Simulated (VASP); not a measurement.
# TaN (P6/mmm) in VASP: a series of runs, part 2 of 2

VASP 6.6.1. Earlier steps stand in the parts before.

## (5) Single point, r2SCAN+D4

This run uses another cell than the first one, of 11.76 Å³/atom.

The input, POSCAR:

```
TaN
1.0
    5.2593104652      0.0000000000      0.0000000000
   -2.6296552326      4.5546965999      0.0000000000
    0.0000000000      0.0000000000      2.9462675463
Ta N
3 3
Direct
    0.0000000000      0.0000000000      0.0000000000
    0.3333333333      0.6666666667      0.5000000000
    0.6666666667      0.3333333333      0.5000000000
    0.5000000000      0.0000000000      0.0000000000
    0.5000000000      0.5000000000      0.0000000000
    0.0000000000      0.5000000000      0.0000000000
```

The input, INCAR.step1:

```
SYSTEM = TaN
  PREC = Accurate
  ENCUT = 520
  ISMEAR = -1
  SIGMA = 0.05
  LREAL = .FALSE.
  LASPH = .TRUE.
  NELM = 100
  NBANDS = 33
  GGA = PE
  ALGO = Normal
  EDIFF = 1E-4
  LWAVE = .TRUE.
  LCHARG = .FALSE.
```

The input, INCAR.step2:

```
SYSTEM = TaN
  PREC = Accurate
  ENCUT = 520
  EDIFF = 1E-6
  ISMEAR = -1
  SIGMA = 0.05
  LREAL = .FALSE.
  LASPH = .TRUE.
  NELM = 100
  ALGO = Normal
  ISIF = 2
  LWAVE = .FALSE.
  LCHARG = .FALSE.
  METAGGA = R2SCAN
  LMIXTAU = .TRUE.
  IVDW = 13
  VDW_S6 = 1.0
  VDW_S8 = 0.6018749
  VDW_A1 = 0.51559235
  VDW_A2 = 5.77342911
  NBANDS = 33
  ISTART = 1
```

The input, KPOINTS:

```
regular mesh
0
G
  5 5 8
  0 0 0
```

Started as:

```console
> cat potpaw_PBE.64/Ta_pv/POTCAR potpaw_PBE.64/N/POTCAR > POTCAR
> cp INCAR.step1 INCAR
> mpirun -np 1 vasp_std > vasp.out
> cp INCAR.step2 INCAR
> mpirun -np 1 vasp_std > vasp.out
```

Wall time 5.7 min (1 thread of Intel Xeon 8259CL, shared host); peak memory 0.23 GiB.

The run converged. Its results:

* Free energy: -179.0262 eV
* Pressure: -7.4 GPa
* Band gap on the k mesh: zero (bands 24 and 25 overlap by 2.07 eV)
* Dispersion energy per atom: -0.104 eV

Stress tensor (GPa, compression positive):
```
 -5.44   0.00   0.00
  0.00  -5.44   0.00
  0.00   0.00 -11.43
```

Levels at points of the mesh, in eV from the Fermi level:
```csv
k point,band 21,band 22,band 23,band 24,band 25,band 26,band 27,band 28
"(0.00, 0.00, 0.00)",-3.26,-2.62,-2.10,-1.12,-1.12,0.84,0.84,1.40
"(0.00, 0.00, 0.50)",-3.29,-3.29,-2.04,0.96,0.96,1.30,1.97,2.41
```

Caveat: the stress differs along the axes, from -11 to -5 GPa; the PAW data sets were made with another functional, which shifts forces and pressure a little; spin-orbit coupling is left out, which moves the levels of the heavy elements.

## (6) Single point, r2SCAN+D4

This run uses another cell than the first one, of 11.99 Å³/atom.

Changes to POSCAR since step 5:

```diff
@@ -2,5 +2,5 @@
 1.0
-    5.2593104652      0.0000000000      0.0000000000
-   -2.6296552326      4.5546965999      0.0000000000
-    0.0000000000      0.0000000000      2.9462675463
+    5.2928101612      0.0000000000      0.0000000000
+   -2.6464050806      4.5837081885      0.0000000000
+    0.0000000000      0.0000000000      2.9650340876
 Ta N
```

The input, INCAR.step1:

```
PREC = Accurate ; ENCUT = 520
ISMEAR = -1 ; SIGMA = 0.05
LREAL = False ; LASPH = True
NELM = 100 ; NBANDS = 33
GGA = PE ; ALGO = Normal
EDIFF = 1E-4 ; LWAVE = True
LCHARG = False
```

The input, INCAR.step2:

```
PREC = Accurate ; ENCUT = 520
EDIFF = 1E-6 ; ISMEAR = -1
SIGMA = 0.05 ; LREAL = False
LASPH = True ; NELM = 100
ALGO = Normal ; ISIF = 2
LWAVE = False ; LCHARG = False
METAGGA = R2SCAN ; LMIXTAU = True
IVDW = 13 ; VDW_S6 = 1.0
VDW_S8 = 0.6018749 ; VDW_A1 = 0.51559235
VDW_A2 = 5.77342911 ; NBANDS = 33
ISTART = 1
```

The input, KPOINTS:

```
Automatic mesh
0
Gamma
  5 5 8
```

Potentials or basis: VASP PAW PBE potentials, release 64 (Ta_pv, N).

Started as:

```console
> cat potpaw_PBE.64/Ta_pv/POTCAR potpaw_PBE.64/N/POTCAR > POTCAR
> cp INCAR.step1 INCAR
> mpirun -np 1 vasp_std > vasp.out
> cp INCAR.step2 INCAR
> mpirun -np 1 vasp_std > vasp.out
```

OUTCAR:

```text
PREC = Accurate
   ENCUT = 520
   EDIFF = 1E-6
   ISMEAR = -1
   LREAL = False
   LASPH = True
   NELM = 100
   ISIF = 2
   METAGGA = R2SCAN
   IVDW = 13
   ISTART = 1

 ion  position               nearest neighbor table
   1  0.000  0.000  0.000-   4 2.65   4 2.65   6 2.65   6 2.65   5 2.65   5 2.65   3 3.40   3 3.40
                             2 3.40   2 3.40   2 3.40   3 3.40   2 3.40   3 3.40   2 3.40   3 3.40
   2  0.333  0.667  0.500-   6 2.13   6 2.13   5 2.13   5 2.13   4 2.13   4 2.13   3 3.06   3 3.06
                             3 3.06   1 3.40   1 3.40   1 3.40   1 3.40   1 3.40   1 3.40
   3  0.667  0.333  0.500-   6 2.13   6 2.13   5 2.13   5 2.13   4 2.13   4 2.13   2 3.06   2 3.06
                             2 3.06   1 3.40   1 3.40   1 3.40   1 3.40   1 3.40   1 3.40
   4  0.500  0.000  0.000-   2 2.13   3 2.13   2 2.13   3 2.13   1 2.65   1 2.65
[... 1078 lines left out ...]
  in kB    -101.53248  -101.53249  -180.69807     0.00000     0.00000     0.00000
  external pressure =     -127.92 kB  Pullay stress =        0.00 kB

 VOLUME and BASIS-vectors are now :
 -----------------------------------------------------------------------------
  energy-cutoff  :      520.00
  volume of cell :       71.93
      direct lattice vectors                 reciprocal lattice vectors
     5.292810161  0.000000000  0.000000000     0.188935550  0.109081988  0.000000000
    -2.646405081  4.583708189  0.000000000     0.000000000  0.218163975  0.000000000
     0.000000000  0.000000000  2.965034088     0.000000000  0.000000000  0.337264251

 POSITION                                       TOTAL-FORCE (eV/Angst)
 -----------------------------------------------------------------------------------
      0.00000      0.00000      0.00000         0.000000      0.000000      0.000000
     -0.00000      3.05581      1.48252        -0.000000     -0.000000      0.000000
      2.64641      1.52790      1.48252         0.000000      0.000000      0.000000
      2.64641      0.00000      0.00000         0.000000      0.000000      0.000000
      1.32320      2.29185      0.00000         0.000000      0.000000      0.000000
     -1.32320      2.29185      0.00000        -0.000000      0.000000      0.000000
 -----------------------------------------------------------------------------------
    total drift:                               -0.000000      0.000000     -0.000000

  FREE ENERGIE OF THE ION-ELECTRON SYSTEM (eV)
  ---------------------------------------------------
  free  energy   TOTEN  =      -178.9414110251 eV

  energy  without entropy=     -178.9371254710  energy(sigma->0) =     -178.93926825
```

OUTCAR.step1:

```text
PREC = Accurate
   ENCUT = 520
   ISMEAR = -1
   LREAL = False
   LASPH = True
   NELM = 100
[... 1102 lines left out ...]
      2.64641      0.00000      0.00000         0.000000      0.000000     -0.000000
      1.32320      2.29185      0.00000         0.000000      0.000000     -0.000000
     -1.32320      2.29185      0.00000         0.000000      0.000000     -0.000000
 -----------------------------------------------------------------------------------
    total drift:                               -0.000000      0.000000     -0.000000

  FREE ENERGIE OF THE ION-ELECTRON SYSTEM (eV)
  ---------------------------------------------------
  free  energy   TOTEN  =       -64.7677142106 eV

  energy  without entropy=      -64.7604962893  energy(sigma->0) =      -64.76410525
```

Wall time 5.8 min (1 thread of Intel Xeon 8259CL, shared host); peak memory 0.22 GiB.

What came out:

```yaml
Free_energy: -178.9414 eV
Pressure: -12.8 GPa
Band_gap_on_the_k_mesh: zero (bands 24 and 25 overlap by 2.01 eV)
Dispersion_energy_per_atom: -0.102 eV
```

Stress tensor (GPa, compression positive):
```
-10.15   0.00   0.00
  0.00 -10.15   0.00
  0.00   0.00 -18.07
```

Caveat: the stress differs along the axes, from -18 to -10 GPa; the PAW data sets were made with another functional, which shifts forces and pressure a little; spin-orbit coupling is left out, which moves the levels of the heavy elements.

## (7) Overview

| cell | gap on the mesh (eV) | pressure (GPa) |
| --- | --- | --- |
| a = 5.156, b = 5.156, c = 2.888 Å, angles 90.0, 90.0, 120.0°, 6 atoms | none | 12.4 |
| a = 5.191, b = 5.191, c = 2.908 Å, angles 90.0, 90.0, 120.0°, 6 atoms | none | 5.1 |
| a = 5.225, b = 5.225, c = 2.927 Å, angles 90.0, 90.0, 120.0°, 6 atoms | none | -1.5 |
| a = 5.259, b = 5.259, c = 2.946 Å, angles 90.0, 90.0, 120.0°, 6 atoms | none | -7.4 |
| a = 5.293, b = 5.293, c = 2.965 Å, angles 90.0, 90.0, 120.0°, 6 atoms | none | -12.8 |

Alike in all rows: task single point; level r2SCAN+D4; potentials or basis VASP PAW PBE potentials, release 64 (Ta_pv, N); no spin polarisation; k mesh 5 × 5 × 8; cutoff (eV) 520; smearing fermi-dirac 0.05 eV.

Caveats: the PAW data sets were made with another functional, which shifts forces and pressure a little; spin-orbit coupling is left out, which moves the levels of the heavy elements; the cell stands under pressure (at least some runs); the stress differs along the axes, from -11 to -5 GPa (at least some runs); the stress differs along the axes, from -18 to -10 GPa (at least some runs).

Total energies depend on the potentials used, so only differences within one code and one set of settings carry meaning.
